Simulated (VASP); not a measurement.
# Ti7SnO16 (P1) in VASP: single point with PBEsol

Aim: the single point of Ti7SnO16 with PBEsol.

Program: VASP 6.6.1. These are calculated values, not measurements. Logs are shortened: lines on timing, memory, paths and dates and some standing lists are left out, and cuts for length are marked.

## Step 1: The cell of the first run

The typed cell holds 72 atoms: a = 9.225 Å, b = 9.225 Å, c = 8.915 Å, α = 90.00°, β = 90.00°, γ = 90.00°.

## Step 2: Single point, PBEsol

Contents of INCAR:

```
SYSTEM = Ti7SnO16
  ALGO = Normal
  EDIFF = 1E-6
  ENCUT = 600
  GGA = PS
  GGA_COMPAT = .FALSE.
  ISIF = 2
  ISMEAR = -1
  ISYM = 0
  LASPH = .TRUE.
  LCHARG = .FALSE.
  LREAL = Auto
  LWAVE = .FALSE.
  NBANDS = 333
  NCORE = 4
  NELM = 120
  PREC = Accurate
  SIGMA = 0.05
```

Contents of KPOINTS:

```
Automatic mesh
0
Gamma
  1 1 1
  0.25 0.25 0.25
```

Contents of POSCAR:

```
Ti7SnO16
1.0
    9.2254600000      0.0000000000      0.0000000000
    0.0000000000      9.2254600000      0.0000000000
    0.0000000000      0.0000000000      8.9149750000
Ti Sn O
21 3 48
Direct
    0.9981460000      0.0024000000      0.0002220000
    0.9984680000      0.0033240000      0.3360600000
    0.9959450000      0.0025680000      0.6689750000
    0.9987850000      0.5001580000      0.9955880000
    0.9977090000      0.4995360000      0.3332110000
    0.0016940000      0.4982960000      0.6688010000
    0.5004010000      0.0037490000      0.9980870000
    0.4948120000      0.0024370000      0.3371370000
    0.4978500000      0.5028240000      0.0001090000
    0.4992190000      0.4977330000      0.3327110000
    0.5023940000      0.5002330000      0.6673030000
    0.2473920000      0.2533520000      0.1664450000
    0.2501740000      0.2510820000      0.5005650000
    0.2479680000      0.2495410000      0.8328090000
    0.2496830000      0.7542790000      0.1651800000
    0.2513620000      0.7523210000      0.5017930000
    0.7507810000      0.2495560000      0.1661660000
    0.7500530000      0.2537150000      0.4993950000
    0.7513890000      0.2515250000      0.8336460000
    0.7496680000      0.7483540000      0.5003210000
    0.7496900000      0.7497940000      0.8318540000
    0.5036000000      0.9977590000      0.6658320000
    0.2524070000      0.7496750000      0.8304830000
    0.7487640000      0.7504260000      0.1682670000
    0.1525590000      0.1519720000      0.0006690000
    0.1567920000      0.1515330000      0.3295030000
    0.1550660000      0.1571900000      0.6631590000
    0.1517460000      0.6479010000      0.0003690000
    0.1507710000      0.6538720000      0.3334160000
    0.1514510000      0.6521420000      0.6627060000
    0.6498170000      0.1546740000      0.9991220000
    0.6512900000      0.1521330000      0.3366350000
    0.6522740000      0.1529900000      0.6719880000
    0.6545880000      0.6492310000      0.0025910000
    0.6527910000      0.6521050000      0.3357750000
    0.6510490000      0.6573920000      0.6652270000
    0.3480640000      0.3471070000      0.0034830000
    0.3445710000      0.3456480000      0.3363660000
    0.3475420000      0.3509350000      0.6645250000
    0.3469720000      0.8470270000      0.0030400000
    0.3439420000      0.8493210000      0.3321770000
    0.3471040000      0.8502230000      0.6641310000
    0.8498460000      0.3476890000      0.9991700000
    0.8484560000      0.3456100000      0.3364520000
    0.8469720000      0.3477460000      0.6678060000
    0.8443710000      0.8446320000      0.9990690000
    0.8479400000      0.8486330000      0.3297020000
    0.8501230000      0.8459900000      0.6663300000
    0.0974750000      0.4018400000      0.1649250000
    0.0934320000      0.4031050000      0.4977320000
    0.1013460000      0.3993890000      0.8331300000
    0.0978340000      0.9013030000      0.1647750000
    0.1004580000      0.9007980000      0.5013710000
    0.0989620000      0.9008290000      0.8302880000
    0.5939100000      0.4021750000      0.1673990000
    0.5962940000      0.4016420000      0.4977570000
    0.5976130000      0.4036730000      0.8318230000
    0.5932180000      0.9035460000      0.1624670000
    0.5950760000      0.9014010000      0.4989950000
    0.5989250000      0.9051760000      0.8300770000
    0.4000590000      0.0975890000      0.1650890000
    0.4014420000      0.0968670000      0.5018050000
    0.3985450000      0.0981440000      0.8344930000
    0.3977600000      0.5986830000      0.1654350000
    0.4009390000      0.5953070000      0.4960820000
    0.3979340000      0.6012400000      0.8285720000
    0.9010440000      0.1022140000      0.1675870000
    0.9038670000      0.0958460000      0.5014870000
    0.9057390000      0.1000790000      0.8323390000
    0.9012160000      0.5970160000      0.1672960000
    0.8986620000      0.5996170000      0.5000290000
    0.9029440000      0.5963910000      0.8337640000
```

Potentials or basis: VASP PAW PBE potentials, release 64 (Ti_sv, Sn_d, O).

On the command line:

```bash
$ cat potpaw_PBE.64/Ti_sv/POTCAR potpaw_PBE.64/Sn_d/POTCAR potpaw_PBE.64/O/POTCAR > POTCAR
$ mpirun -np 4 vasp_std > vasp.out
```

OUTCAR:

```text
SYSTEM = Ti7SnO16
   EDIFF = 1E-6
   ENCUT = 600
   GGA = PS
   ISIF = 2
   ISMEAR = -1
   ISYM = 0
   LASPH = .TRUE.
   LREAL = Auto
   NELM = 120
   PREC = Accurate

 ion  position               nearest neighbor table
   1  0.998  0.002  0.000-  69 1.94  52 1.97  67 1.97  25 1.98  54 2.01  46 2.03
   2  0.998  0.003  0.336-  68 1.91  67 1.97  53 1.99  47 1.99  26 2.00  52 2.01
   3  0.996  0.003  0.669-  69 1.90  68 1.92  54 1.96  48 1.97  53 2.01  27 2.05
   4  0.999  0.500  0.996-  72 1.91  28 1.96  51 1.96  43 1.97  49 1.98  70 1.99   6 2.91
   5  0.998  0.500  0.333-  50 1.93  70 1.95  71 1.97  49 1.98  44 1.98  29 2.01
   6  0.002  0.498  0.669-  72 1.95  50 1.95  51 1.96  30 1.98  45 1.99  71 2.01   4 2.91
   7  0.500  0.004  0.998-  58 1.93  63 1.94  61 1.96  31 1.96  60 1.97  40 2.02  22 2.96
   8  0.495  0.002  0.337-  62 1.91  59 1.95  61 1.97  41 1.98  32 2.00  58 2.02  22 2.93
   9  0.498  0.503  0.000-  64 1.95  55 1.97  34 1.98  57 1.98  37 1.99  66 2.00
  10  0.499  0.498  0.333-  55 1.93  56 1.94  65 1.94  64 1.99  38 2.00  35 2.01
  11  0.502  0.500  0.667-  57 1.93  56 1.97  66 1.97  39 1.98  65 1.99  36 2.00
  12  0.247  0.253  0.166-  26 1.92  37 1.93  49 1.95  38 1.96  25 1.96  61 2.01
  13  0.250  0.251  0.501-  27 1.90  38 1.91  39 1.95  26 1.98  62 1.99  50 2.01
  14  0.248  0.250  0.833-  51 1.93  27 1.94  25 1.96  63 1.97  39 1.99  37 1.99
  15  0.250  0.754  0.165-  40 1.90  41 1.93  52 1.95  64 1.98  28 1.98  29 1.98  23 2.98
  16  0.251  0.752  0.502-  42 1.92  30 1.94  53 1.95  41 1.95  29 1.98  65 2.00  23 2.93
  17  0.751  0.250  0.166-  67 1.94  31 1.96  43 1.97  44 1.98  32 1.99  55 2.02
  18  0.750  0.254  0.499-  44 1.91  45 1.95  32 1.95  56 1.97  33 2.01  68 2.03
  19  0.751  0.252  0.834-  33 1.93  45 1.94  43 1.95  31 1.96  69 1.99  57 2.00
  20  0.750  0.748  0.500-  36 1.92  35 1.93  71 1.94  48 1.96  47 2.00  59 2.01  24 2.96
  21  0.750  0.750  0.832-  46 1.94  36 1.94  48 1.96  34 1.99  60 2.00  72 2.00  24 3.00
  22  0.504  0.998  0.666-  60 1.91  59 1.93  62 1.97  33 1.98  42 1.98  63 2.01   8 2.93   7 2.96
                            23 3.57
  23  0.252  0.750  0.830-  66 1.92  42 1.96  30 1.98  40 1.98  54 1.99  28 2.01  16 2.93  15 2.98
                            22 3.57
  24  0.749  0.750  0.168-  47 1.93  34 1.95  46 1.95  35 1.96  70 2.00  58 2.01  20 2.96  21 3.00
[... 47 lines left out ...]
  71  0.899  0.600  0.500-  20 1.94   5 1.97   6 2.01
  72  0.903  0.596  0.834-   4 1.91   6 1.95  21 2.00

IMPORTANT INFORMATION: All symmetrisations will be switched off!
NOSYMM: (Re-)initialisation of all symmetry stuff for point group C_1.

----------------------------------------------------------------------------------------

                                     Primitive cell

  volume of cell :     758.7456

  direct lattice vectors                    reciprocal lattice vectors
     9.225460000  0.000000000  0.000000000     0.108395679  0.000000000  0.000000000
     0.000000000  9.225460000  0.000000000     0.000000000  0.108395679  0.000000000
     0.000000000  0.000000000  8.914975000     0.000000000  0.000000000  0.112170814

  length of vectors
     9.225460000  9.225460000  8.914975000     0.108395679  0.108395679  0.112170814

  position of ions in fractional coordinates (direct lattice)
     0.998146000  0.002400000  0.000222000
     0.998468000  0.003324000  0.336060000
     0.995945000  0.002568000  0.668975000
     0.998785000  0.500158000  0.995588000
     0.997709000  0.499536000  0.333211000
     0.001694000  0.498296000  0.668801000
[... 64 lines left out ...]
     0.898662000  0.599617000  0.500029000
     0.902944000  0.596391000  0.833764000

  ion indices of the primitive-cell ions
   primitive index   ion index
                 1           1
                 2           2
                 3           3
                 4           4
                 5           5
                 6           6
[... 64 lines left out ...]
                71          71
                72          72

----------------------------------------------------------------------------------------

 KPOINTS: Automatic mesh

Automatic generation of k-mesh.
 Grid dimensions read from file:
 generate k-points for:    1    1    1

 Generating k-lattice:

  Cartesian coordinates                     Fractional coordinates (reciprocal lattice)
     0.108395679  0.000000000  0.000000000     1.000000000  0.000000000  0.000000000
     0.000000000  0.108395679  0.000000000     0.000000000  1.000000000  0.000000000
     0.000000000  0.000000000  0.112170814     0.000000000  0.000000000  1.000000000

  Length of vectors
     0.108395679  0.108395679  0.112170814

  Shift w.r.t. Gamma in fractional coordinates (k-lattice)
     0.250000000  0.250000000  0.250000000

 Subroutine IBZKPT returns following result:
 ===========================================

 Found      4 irreducible k-points:

 Following reciprocal coordinates:
            Coordinates               Weight
  0.250000  0.250000  0.250000      2.000000
 -0.250000  0.250000  0.250000      2.000000
 -0.250000 -0.250000  0.250000      2.000000
  0.250000 -0.250000  0.250000      2.000000
   k-points           NKPTS =      4   k-points in BZ     NKDIM =      4   number of bands    NBANDS=    333
   number of dos      NEDOS =    301   number of ions     NIONS =     72
   total plane-waves  NPLWV = 460800
   dimension x,y,z NGX =    80 NGY =   80 NGZ =   72
   dimension x,y,z NGXF=   160 NGYF=  160 NGZF=  144
   ions per type =              21   3  48
   NGX,Y,Z   is equivalent  to a cutoff of  14.42, 14.42, 13.43 a.u.
   NGXF,Y,Z  is equivalent  to a cutoff of  28.83, 28.83, 26.85 a.u.
 SYSTEM =  Ti7SnO16
   PREC   = accura    normal or accurate (medium, high low for compatibility)
   ISTART =      0    job   : 0-new  1-cont  2-samecut
   ICHARG =      2    charge: 1-file 2-atom 10-const
   ISPIN  =      1    spin polarized calculation?
   LNONCOLLINEAR =      F non collinear calculations
   LSORBIT =      F    spin-orbit coupling
   LASPH  =      T    aspherical Exc in radial PAW
   ENCUT  =  600.0 eV  44.10 Ry    6.64 a.u.  18.43 18.43 17.81*2*pi/ulx,y,z
   NELM   =    120;   NELMIN=  2; NELMDL= -5     # of ELM steps
   EDIFF  = 0.1E-05   stopping-criterion for ELM
   LREAL  =      T    real-space projection
   EDIFFG = 0.1E-04   stopping-criterion for IOM
   NSW    =      0    number of steps for IOM
   IBRION =     -1    ionic relax: 0-MD 1-quasi-New 2-CG
   NFREE  =      0    steps in history (QN), initial steepest desc. (CG)
   ISIF   =      2    stress and relaxation
   ISYM   =      0    0-nonsym 1-usesym 2-fastsym
   POTIM  = 0.5000    time-step for ionic-motion
   TEBEG  =    0.0;   TEEND  =   0.0 temperature during run
   PSTRESS=    0.0 pullay stress
   NELECT =     582.0000    total number of electrons
   NUPDOWN=      -1.0000    fix difference up-down
   EMIN   =  10.00;   EMAX   =-10.00  energy-range for DOS
   EFERMI =   0.00;   METHOD = LEGACY
   ISMEAR =    -1;   SIGMA  =   0.05  broadening in eV -4-tet -1-fermi 0-gaus
   EFERMI_NEDOS =   21; number of points for ismear=-14 and -15
   IALGO  =     38    algorithm
   IMIX   =      4    mixing-type and parameters
     AMIX     =   0.40;   BMIX     =  1.00
     AMIX_MAG =   1.60;   BMIX_MAG =  1.00
  volume/ion in A,a.u.               =      10.54        71.11
  Fermi-wavevector in a.u.,A,eV,Ry     =   1.498593  2.831931 30.555714  2.245782
  Thomas-Fermi vector in A             =   2.610332
   LORBIT       =      0    0 simple, 1 ext, 2 COOP (PROOUT), +10 PAW based schemes
   GGA     = PS    functional components
   LHFCALC =     F    Hartree Fock is set to
   AEXX    =    0.0000 exact exchange contribution
   IVDW    =     0    specifies the selected vdW correction
   LEPSILON=     F    determine dielectric tensor
   LRPA    =     F    only Hartree local field effects (RPA)
 non-spin polarized calculation
  energy-cutoff  :      600.00
  volume of cell :      758.75
 maximum number of plane-waves:     25319
 NGX is ok and might be reduce to    80
   NGX = 37   NGY = 37   NGZ = 35

 number of electron     581.9999993 magnetization

 Free energy of the ion-electron system (eV)
  ---------------------------------------------------
  ext. energy  EPLUGINS =         0.00000000
  ---------------------------------------------------
  free energy    TOTEN  =      -645.37585985 eV

  energy without entropy =     -645.37585984  energy(sigma->0) =     -645.37585984

 E-fermi :   5.8682     XC(G=0): -11.7040

 val. band max:        4.8554673036   @ k =   0.2500  -0.2500   0.2500
 cond. band min:       6.8887708835   @ k =  -0.2500   0.2500   0.2500
 fundamental gap:      2.0333035798
 Fermi energy:         5.8681631684

 k-point     1 :       0.2500    0.2500    0.2500
  band No.  band energies     occupation
      1     -51.8877      2.00000
      2     -51.8605      2.00000
      3     -51.8266      2.00000
      4     -51.8256      2.00000
      5     -51.7993      2.00000
      6     -51.7942      2.00000
[... 1213 lines left out ...]
    302       7.3175      0.00000
    303       7.3683      0.00000
 [bands above 303 left out]

------------------------ aborting loop because EDIFF is reached ----------------------------------------

  FORCE on cell =-STRESS in cart. coord.  units (eV):
  Direction    XX          YY          ZZ          XY          YZ          ZX
  --------------------------------------------------------------------------------------
  -------------------------------------------------------------------------------------
  Total        7.3835582      7.6223748     13.1884049     -1.5544676     -0.6608517      0.8042643
  in kB       15.5912199     16.0955082     27.8488115     -3.2824346     -1.3954633      1.6982953
  external PRESSURE =      19.8451799 kB  Pullay stress =       0.0000000 kB

 VOLUME and BASIS-vectors are now :
 -----------------------------------------------------------------------------
  energy-cutoff  :      600.00
  volume of cell :      758.75
      direct lattice vectors                 reciprocal lattice vectors
     9.225460000  0.000000000  0.000000000     0.108395679  0.000000000  0.000000000
     0.000000000  9.225460000  0.000000000     0.000000000  0.108395679  0.000000000
     0.000000000  0.000000000  8.914975000     0.000000000  0.000000000  0.112170814

 POSITION                                       TOTAL-FORCE (eV/Angst)
 -----------------------------------------------------------------------------------
      9.20836      0.02214      0.00198         0.584275     -0.645399      0.344948
      9.21133      0.03067      2.99597         0.522167     -0.739417      0.052240
      9.18805      0.02369      5.96390         0.781776     -0.650662     -0.356295
      9.21425      4.61419      8.87564         0.600638      0.530009      1.094103
      9.20432      4.60845      2.97057         0.659894      0.769961     -0.229500
      0.01563      4.59701      5.96234         0.319862      0.369183     -0.836770
[... 64 lines left out ...]
      8.29057      5.53174      4.45775         0.304540     -0.433239      0.171960
      8.33007      5.50198      7.43299        -0.045602     -0.050210     -0.317831
 -----------------------------------------------------------------------------------
    total drift:                               -0.006439     -0.015624     -0.013555

  FREE ENERGIE OF THE ION-ELECTRON SYSTEM (eV)
  ---------------------------------------------------
  free  energy   TOTEN  =      -645.3758598453 eV

  energy  without entropy=     -645.3758598388  energy(sigma->0) =     -645.37585984
```

Wall time 17 min (4 MPI ranks of Intel Xeon Platinum 8259CL at 2.50GHz (Skylake/Cascade Lake), shared host); peak memory 0.45 GiB.

Results:

| Item | Value |
| --- | --- |
| Free energy | -645.3759 eV |
| Pressure | 2.0 GPa |
| Largest force | 3.557 eV/Å |
| Band gap on the k mesh | 2.03 eV |

Forces on the atoms (eV/Å):
```
Ti   0.584 -0.645  0.345
Ti   0.522 -0.739  0.052
Ti   0.782 -0.651 -0.356
Ti   0.601  0.530  1.094
Ti   0.660  0.770 -0.230
Ti   0.320  0.369 -0.837
Ti  -0.481 -0.166  1.391
Ti  -0.059 -0.053 -1.548
Ti  -0.168 -0.001  0.475
Ti  -0.413  0.462 -0.010
Ti  -0.607 -0.116 -0.367
Ti   0.169 -0.041  0.038
Ti   0.075  0.081 -0.196
Ti   0.658 -0.292  0.137
Ti  -0.385 -0.394  0.901
Ti  -0.474 -0.426 -1.644
Ti  -0.390  0.063  0.087
Ti  -0.365 -0.199 -0.072
Ti  -0.413  0.116 -0.051
Ti   0.156  0.136  0.063
Ti  -0.065  0.330 -0.134
Sn  -0.943  1.031  0.298
Sn  -1.297  0.531  1.096
Sn  -0.418  0.074 -0.170
O   -0.319 -0.096 -0.233
O   -0.681 -0.343  0.437
O   -0.546 -0.508  0.416
O   -0.813 -0.595  0.969
O   -0.063 -0.161  0.090
O   -1.090 -1.160 -1.165
O    0.481  0.266  0.101
O    0.272  0.247 -0.162
O    1.442  1.400 -0.327
O   -1.361 -1.123 -2.145
O   -1.216 -1.117  1.522
O   -0.147 -0.346  0.169
O    0.116  0.203 -0.544
O    0.465  0.436 -0.277
O    0.105 -0.114  0.149
O    0.968  0.992  0.850
O    0.321  0.118  0.120
O   -0.075 -0.242 -1.377
O   -0.444 -0.336  0.176
O   -0.293 -0.111 -0.194
O    0.031  0.007 -0.061
O    1.461  1.638 -1.917
O    1.267  1.477  2.231
O   -0.188  0.175  0.213
O   -0.302  0.097  0.187
O    0.071 -0.120  0.339
O   -0.685  0.588 -0.181
O   -0.710  0.641 -0.153
O   -0.634  0.702 -0.151
O   -1.662  1.686  0.278
O    0.310 -0.066 -0.251
O    0.277 -0.067  0.317
O   -0.108  0.245  0.008
O   -0.830  1.006  0.309
O    1.394 -1.214 -2.106
O    1.431 -1.699  2.466
O    0.371 -0.103  0.116
O   -0.975  1.122 -1.594
O   -0.610  0.622  0.966
O    0.727 -0.458 -0.041
O    0.261  0.068  0.342
O    2.578 -2.443  0.190
O    0.197 -0.403 -0.201
O   -0.198  0.279 -0.105
O   -0.161 -0.028  0.162
O    1.260 -1.454 -0.155
O    0.305 -0.433  0.172
O   -0.046 -0.050 -0.318
```

Caveat: the PAW data sets were made with another functional, which shifts forces and pressure a little; spin-orbit coupling is left out, which moves the levels of the heavy elements; a shifted mesh leaves out Γ, where band edges can lie.
